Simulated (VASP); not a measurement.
A run of VASP 6.6.1:

The input INCAR:

```
  PREC = Accurate
  ENCUT = 520
  EDIFF = 1E-6
  ISMEAR = 0
  SIGMA = 0.05
  LREAL = F
  LASPH = T
  NELM = 100
  ALGO = Normal
  ISIF = 2
  LWAVE = F
  LCHARG = F
  NBANDS = 18
```

Contents of KPOINTS:

```
regular mesh
0
Gamma
  9 9 6
```

Contents of POSCAR:

```
LiF
1.0
    3.0300909680      0.0000000000      0.0000000000
   -1.5150454840      2.6241357541      0.0000000000
    0.0000000000      0.0000000000      4.6590208518
Li F
2 2
Direct
    0.3333333333      0.6666666667      0.4214111656
    0.6666666667      0.3333333333      0.9214111656
    0.3333333333      0.6666666667      0.9910195924
    0.6666666667      0.3333333333      0.4910195924
```

Potentials or basis: VASP PAW LDA potentials, release 64 (Li_sv, F).

The run is started by

```sh
$ cat potpaw_LDA.64/Li_sv/POTCAR potpaw_LDA.64/F/POTCAR > POTCAR
$ mpirun -np 1 vasp_std > vasp.out
```

Hardware: 1 thread of AMD EPYC 7R13 Processor (Zen 3), with other jobs on the host.

**Question.** Estimate the wall time of this run.

**Answer.** Run time: 22 s on 1 thread of AMD EPYC 7R13 Processor (Zen 3), with other jobs on the host, peak memory 0.12 GiB. Counts: scf iterations 12, k points 48.
